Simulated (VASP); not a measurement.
# Sn2C3 (Pmmm) in VASP: relaxation of cell and atoms with PBE

Aim: the relaxation of cell and atoms of Sn2C3 with PBE.

All numbers are computed with VASP 6.6.1; they aren't measurements. Logs are shortened: lines on timing, memory, paths and dates and some standing lists are left out, and cuts for length are marked.

## Step 1: The cell of the first run

It takes space group Pmmm (No. 47, orthorhombic). The conventional cell has a = 3.913 Å, b = 4.232 Å, c = 5.770 Å, α = 90.00°, β = 90.00°, γ = 90.00°. Sn (site symmetry mm2) has 2 C at 2.17 Å and 1 Sn at 2.43 Å within 2.9 Å. C (site symmetry m2m) has 1 C at 1.47 Å within 2.0 Å. Within 4.3 Å of C (site symmetry mmm) lie 8 Sn at 3.13 Å and 12 C at 3.56 to 4.23 Å.

The cell was built from a structure type or drawn by symmetry, and may not be a known phase.

## Step 2: Relaxation of cell and atoms, PBE

File INCAR:

```
SYSTEM = Sn2C3
PREC = Accurate
ENCUT = 600
EDIFF = 1E-7
ISMEAR = 0
SIGMA = 0.2
LREAL = .FALSE.
LASPH = .TRUE.
NELM = 120
ALGO = Normal
ISIF = 3
LWAVE = .FALSE.
LCHARG = .FALSE.
GGA = PE
IBRION = 2
NSW = 36
EDIFFG = -0.08
GGA_COMPAT = .FALSE.
NELMIN = 4
```

File KPOINTS:

```
Automatic mesh
0
G
  4 4 3
  0 0 0
```

File POSCAR:

```
Sn2C3
1.0
    3.9126442900      0.0000000000      0.0000000000
    0.0000000000      4.2315701700      0.0000000000
    0.0000000000      0.0000000000      5.7700154700
Sn C
2 3
Direct
    0.0000000000      0.0000000000      0.2890186100
    0.0000000000      0.0000000000      0.7109813900
    0.0000000000      0.6732521500      0.0000000000
    0.0000000000      0.3267478500      0.0000000000
    0.5000000000      0.5000000000      0.5000000000
```

Potentials or basis: VASP PAW PBE potentials, release 64 (Sn_d, C).

The run is started by

```bash
$ cat potpaw_PBE.64/Sn_d/POTCAR potpaw_PBE.64/C/POTCAR > POTCAR
$ mpirun -np 1 vasp_std > vasp.out
```

OUTCAR:

```text
SYSTEM = Sn2C3
   PREC = Accurate
   ENCUT = 600
   EDIFF = 1E-7
   ISMEAR = 0
   LREAL = .FALSE.
   LASPH = .TRUE.
   NELM = 120
   ISIF = 3
   GGA = PE
   IBRION = 2
   NSW = 36
   EDIFFG = -0.08
   NELMIN = 4

 ion  position               nearest neighbor table
   1  0.000  0.000  0.289-   3 2.17   4 2.17   2 2.43   2 3.34
   2  0.000  0.000  0.711-   3 2.17   4 2.17   1 2.43   1 3.34
   3  0.000  0.673  0.000-   4 1.47   2 2.17   1 2.17
   4  0.000  0.327  0.000-   3 1.47   2 2.17   1 2.17
   5  0.500  0.500  0.500-

  LATTYP: Found a simple orthorhombic cell.
 ALAT       =     3.9126442900
 B/A-ratio  =     1.0815115958
 C/A-ratio  =     1.4747099512

  Lattice vectors:

 A1 = (   3.9126442900,   0.0000000000,   0.0000000000)
 A2 = (   0.0000000000,   4.2315701700,   0.0000000000)
 A3 = (   0.0000000000,   0.0000000000,   5.7700154700)

Analysis of symmetry for initial positions (statically):
=====================================================================
 Subroutine PRICEL returns:
 Original cell was already a primitive cell.

 Routine SETGRP: Setting up the symmetry group for a
 simple orthorhombic supercell.

 Subroutine GETGRP returns: Found  8 space group operations
 (whereof  8 operations were pure point group operations)
 out of a pool of  8 trial point group operations.

The static configuration has the point symmetry D_2h.

Analysis of symmetry for dynamics (positions and initial velocities):
=====================================================================
 Subroutine PRICEL returns:
 Original cell was already a primitive cell.

 Routine SETGRP: Setting up the symmetry group for a
 simple orthorhombic supercell.

 Subroutine GETGRP returns: Found  8 space group operations
 (whereof  8 operations were pure point group operations)
 out of a pool of  8 trial point group operations.

The dynamic configuration has the point symmetry D_2h.

 Subroutine INISYM returns: Found  8 space group operations
 (whereof  8 operations are pure point group operations),
 and found     1 'primitive' translations

----------------------------------------------------------------------------------------

                                     Primitive cell

  volume of cell :      95.5320

  direct lattice vectors                    reciprocal lattice vectors
     3.912644290  0.000000000  0.000000000     0.255581629  0.000000000  0.000000000
     0.000000000  4.231570170  0.000000000     0.000000000  0.236318898  0.000000000
     0.000000000  0.000000000  5.770015470     0.000000000  0.000000000  0.173309761

  length of vectors
     3.912644290  4.231570170  5.770015470     0.255581629  0.236318898  0.173309761

  position of ions in fractional coordinates (direct lattice)
     0.000000000  0.000000000  0.289018610
     0.000000000  0.000000000  0.710981390
     0.000000000  0.673252150  0.000000000
     0.000000000  0.326747850  0.000000000
     0.500000000  0.500000000  0.500000000

  ion indices of the primitive-cell ions
   primitive index   ion index
                 1           1
                 2           2
                 3           3
                 4           4
                 5           5

----------------------------------------------------------------------------------------

 KPOINTS: Automatic mesh

Automatic generation of k-mesh.
 Grid dimensions read from file:
 generate k-points for:    4    4    3

 Generating k-lattice:

  Cartesian coordinates                     Fractional coordinates (reciprocal lattice)
     0.063895407  0.000000000  0.000000000     0.250000000  0.000000000  0.000000000
     0.000000000  0.059079725  0.000000000     0.000000000  0.250000000  0.000000000
     0.000000000  0.000000000  0.057769920     0.000000000  0.000000000  0.333333333

  Length of vectors
     0.063895407  0.059079725  0.057769920

  Shift w.r.t. Gamma in fractional coordinates (k-lattice)
     0.000000000  0.000000000  0.000000000

 Subroutine IBZKPT returns following result:
 ===========================================

 Found     18 irreducible k-points:

 Following reciprocal coordinates:
            Coordinates               Weight
  0.000000  0.000000  0.000000      1.000000
  0.250000  0.000000  0.000000      2.000000
  0.500000  0.000000  0.000000      1.000000
  0.000000  0.250000  0.000000      2.000000
  0.250000  0.250000  0.000000      4.000000
  0.500000  0.250000  0.000000      2.000000
[... 10 lines left out ...]
  0.250000  0.500000  0.333333      4.000000
  0.500000  0.500000  0.333333      2.000000
   k-points           NKPTS =     18   k-points in BZ     NKDIM =     18   number of bands    NBANDS=     24
   number of dos      NEDOS =    301   number of ions     NIONS =      5
   total plane-waves  NPLWV =  55296
   dimension x,y,z NGX =    32 NGY =   36 NGZ =   48
   dimension x,y,z NGXF=    64 NGYF=   72 NGZF=   96
   ions per type =               2   3
   NGX,Y,Z   is equivalent  to a cutoff of  13.60, 14.14, 13.83 a.u.
   NGXF,Y,Z  is equivalent  to a cutoff of  27.19, 28.29, 27.66 a.u.
 SYSTEM =  Sn2C3
   PREC   = accura    normal or accurate (medium, high low for compatibility)
   ISTART =      0    job   : 0-new  1-cont  2-samecut
   ICHARG =      2    charge: 1-file 2-atom 10-const
   ISPIN  =      1    spin polarized calculation?
   LNONCOLLINEAR =      F non collinear calculations
   LSORBIT =      F    spin-orbit coupling
   LASPH  =      T    aspherical Exc in radial PAW
   ENCUT  =  600.0 eV  44.10 Ry    6.64 a.u.   7.81  8.45 11.52*2*pi/ulx,y,z
   NELM   =    120;   NELMIN=  4; NELMDL= -5     # of ELM steps
   EDIFF  = 0.1E-06   stopping-criterion for ELM
   LREAL  =      F    real-space projection
   EDIFFG = -.8E-01   stopping-criterion for IOM
   NSW    =     36    number of steps for IOM
   IBRION =      2    ionic relax: 0-MD 1-quasi-New 2-CG
   NFREE  =      1    steps in history (QN), initial steepest desc. (CG)
   ISIF   =      3    stress and relaxation
   ISYM   =      2    0-nonsym 1-usesym 2-fastsym
   POTIM  = 0.5000    time-step for ionic-motion
   TEBEG  =    0.0;   TEEND  =   0.0 temperature during run
   PSTRESS=    0.0 pullay stress
   NELECT =      40.0000    total number of electrons
   NUPDOWN=      -1.0000    fix difference up-down
   EMIN   =  10.00;   EMAX   =-10.00  energy-range for DOS
   EFERMI =   0.00;   METHOD = LEGACY
   ISMEAR =     0;   SIGMA  =   0.20  broadening in eV -4-tet -1-fermi 0-gaus
   EFERMI_NEDOS =   21; number of points for ismear=-14 and -15
   IALGO  =     38    algorithm
   IMIX   =      4    mixing-type and parameters
     AMIX     =   0.40;   BMIX     =  1.00
     AMIX_MAG =   1.60;   BMIX_MAG =  1.00
  volume/ion in A,a.u.               =      19.11       128.94
  Fermi-wavevector in a.u.,A,eV,Ry     =   1.224744  2.314430 20.408698  1.499997
  Thomas-Fermi vector in A             =   2.359807
   LORBIT       =      0    0 simple, 1 ext, 2 COOP (PROOUT), +10 PAW based schemes
   GGA     = PE    functional components
   LHFCALC =     F    Hartree Fock is set to
   AEXX    =    0.0000 exact exchange contribution
   IVDW    =     0    specifies the selected vdW correction
   LEPSILON=     F    determine dielectric tensor
   LRPA    =     F    only Hartree local field effects (RPA)
 conjugate gradient relaxation of ions
 non-spin polarized calculation
 Gauss-broadening in eV      SIGMA  =   0.20
  energy-cutoff  :      600.00
  volume of cell :       95.53
 maximum number of plane-waves:      3216
 NGX is ok and might be reduce to    32
   NGX = 15   NGY = 17   NGZ = 23

--------------------------------------- Ionic step        1  -------------------------------------------

 number of electron      39.9999992 magnetization

 Free energy of the ion-electron system (eV)
  ---------------------------------------------------
  ext. energy  EPLUGINS =         0.00000000
  ---------------------------------------------------
  free energy    TOTEN  =       -24.27225365 eV

  energy without entropy =      -24.19156997  energy(sigma->0) =      -24.23191181

------------------------ aborting loop because EDIFF is reached ----------------------------------------

  FORCE on cell =-STRESS in cart. coord.  units (eV):
  Direction    XX          YY          ZZ          XY          YZ          ZX
  --------------------------------------------------------------------------------------
  -------------------------------------------------------------------------------------
  Total       -4.2179152    -11.7238004     10.5085024      0.0000000      0.0000000      0.0000000
  in kB      -70.7391016   -196.6210942    176.2392021      0.0000000      0.0000000      0.0000000
  external PRESSURE =     -30.3736646 kB  Pullay stress =       0.0000000 kB
[... 98 lines left out ...]
  FREE ENERGIE OF THE ION-ELECTRON SYSTEM (eV)
  ---------------------------------------------------
  free  energy   TOTEN  =       -24.3292040693 eV

  energy  without entropy=      -24.2533134821  energy(sigma->0) =      -24.29125878

 E-fermi :   4.8303     XC(G=0):  -9.9127

 val. band max:        4.7960848955   @ k =   0.5000   0.5000   0.0000
 cond. band min:       4.9589238280   @ k =   0.5000   0.5000   0.3333
 fundamental gap:      0.1628389324
 Fermi energy:         4.8302514044

 k-point     1 :       0.0000    0.0000    0.0000
  band No.  band energies     occupation
      1     -16.3916      2.00000
      2     -16.3408      2.00000
      3     -16.2423      2.00000
      4     -16.2245      2.00000
      5     -16.2092      2.00000
      6     -16.2046      2.00000
[... 475 lines left out ...]
     23       6.3522      0.00000
     24       6.8840      0.00000

[... ionic steps 4 to 28 ...]

--------------------------------------- Ionic step       29  -------------------------------------------

 number of electron      40.0000001 magnetization

------------------------ aborting loop because EDIFF is reached ----------------------------------------

  FORCE on cell =-STRESS in cart. coord.  units (eV):
  Direction    XX          YY          ZZ          XY          YZ          ZX
  --------------------------------------------------------------------------------------
  -------------------------------------------------------------------------------------
  Total        0.2237041     -0.2837829      0.1513096      0.0000000      0.0000000      0.0000000
  in kB        4.4308795     -5.6208531      2.9969716      0.0000000      0.0000000      0.0000000
  external PRESSURE =       0.6023327 kB  Pullay stress =       0.0000000 kB
[... 63 lines left out ...]
  energy  without entropy=      -26.7397121479  energy(sigma->0) =      -26.75470100

--------------------------------------- Ionic step       31  -------------------------------------------

 number of electron      40.0000001 magnetization

 Free energy of the ion-electron system (eV)
  ---------------------------------------------------
  ext. energy  EPLUGINS =         0.00000000
  ---------------------------------------------------
  free energy    TOTEN  =       -26.77021079 eV

  energy without entropy =      -26.74042069  energy(sigma->0) =      -26.75531574

 E-fermi :   6.2393     XC(G=0): -10.5203

 val. band max:        6.2328524531   @ k =   0.5000   0.0000   0.3333
 cond. band min:       6.3154006403   @ k =   0.5000   0.5000   0.3333
 fundamental gap:      0.0825481873
 Fermi energy:         6.2393059872

 k-point     1 :       0.0000    0.0000    0.0000
  band No.  band energies     occupation
      1     -15.3355      2.00000
      2     -15.2477      2.00000
      3     -15.1169      2.00000
      4     -15.1076      2.00000
      5     -15.0253      2.00000
      6     -14.9950      2.00000
[... 507 lines left out ...]
  FREE ENERGIE OF THE ION-ELECTRON SYSTEM (eV)
  ---------------------------------------------------
  free  energy   TOTEN  =       -26.7702107937 eV

  energy  without entropy=      -26.7404206905  energy(sigma->0) =      -26.75531574

 reached required accuracy - stopping structural energy minimisation
```

Wall time 29 min (1 thread of Intel Xeon 8259CL, shared host); peak memory 0.26 GiB.

Results:

| Property | Result |
| --- | --- |
| Free energy | -26.7702 eV |
| Relaxed volume | 16.16 Å³/atom |
| Relaxed cell | a = 3.082 Å, b = 4.021 Å, c = 6.518 Å, α = 90.00°, β = 90.00°, γ = 90.00° |
| Space group after relaxing (to 0.1 Å) | Pmmm (No. 47) |
| Pressure after relaxing | 0.1 GPa |
| Largest force after relaxing | 0.027 eV/Å |
| Band gap on the k mesh | zero (bands 20 and 21 overlap by 2.94 eV) |

Forces on the atoms (eV/Å):
```
Sn   0.000  0.000  0.027
Sn   0.000  0.000 -0.027
C    0.000  0.007  0.000
C    0.000 -0.007  0.000
C    0.000  0.000  0.000
```

Stress tensor (GPa, compression positive):
```
 0.39  0.00  0.00
 0.00 -0.62  0.00
 0.00  0.00  0.42
```

Final structure:
```
Sn C
1.0
     3.08229    0.00000    0.00000
     0.00000    4.02082    0.00000
     0.00000    0.00000    6.51818
Sn C
2 3
Direct
  0.00000 0.00000 0.27226
  0.00000 0.00000 0.72774
  0.00000 0.65692 0.00000
  0.00000 0.34308 0.00000
  0.50000 0.50000 0.50000
```

Caveat: the k points lie up to 0.51 Å⁻¹ apart in the final cell, too coarse for converged energies and pressures of a metal; the volume moved by over 15 % at a fixed basis, so the end points are rough; spin-orbit coupling is left out, which moves the levels of the heavy elements.
